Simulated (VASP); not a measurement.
A run of VASP 6.6.1 is set up as follows.

POSCAR

```
Ni
1.0
    2.8252188327      0.0000000000      0.0000000000
    0.0000000000      2.8252188327      0.0000000000
    0.0000000000      0.0000000000      2.8252188327
Ni
2
Direct
    0.0000000000      0.0000000000      0.0000000000
    0.5000000000      0.5000000000      0.5000000000
```

Contents of INCAR.step1:

```
SYSTEM = Ni
  ALGO = Normal
  EDIFF = 1E-4
  ENCUT = 520
  GGA = PE
  ISMEAR = -1
  ISPIN = 2
  LASPH = .True.
  LCHARG = .False.
  LMAXMIX = 4
  LREAL = .False.
  LWAVE = .True.
  MAGMOM = -0.687 -0.687
  NBANDS = 21
  NELM = 150
  PREC = Accurate
  SIGMA = 0.05
```

Contents of INCAR.step2:

```
SYSTEM = Ni
  ALGO = Normal
  EDIFF = 1E-7
  ENCUT = 520
  ISIF = 2
  ISMEAR = -1
  ISPIN = 2
  ISTART = 1
  LASPH = .True.
  LCHARG = .False.
  LMAXMIX = 4
  LMIXTAU = .True.
  LORBIT = 11
  LREAL = .False.
  LWAVE = .False.
  MAGMOM = -0.687 -0.687
  METAGGA = R2SCAN
  NBANDS = 21
  NELM = 150
  PREC = Accurate
  SIGMA = 0.05
```

File KPOINTS:

```
k-points
0
Gamma
  13 13 13
  0 0 0
```

Potentials or basis: VASP PAW PBE potentials, release 64 (Ni).

The run is started by

```bash
$ cat potpaw_PBE.64/Ni/POTCAR > POTCAR
$ cp INCAR.step1 INCAR
$ mpirun -np 1 vasp_std > vasp.out
$ cp INCAR.step2 INCAR
$ mpirun -np 1 vasp_std > vasp.out
```

Task: What does it give for the net moment?

Result: -1.32 μB per cell.

Task: What does it give for the pressure?

Result: -11.2 GPa.

Task: Predict the site moments.

Result: Ni -0.68 μB.

Caveat: the cell stands under tension; the PAW data sets were made with another functional, which shifts forces and pressure a little.
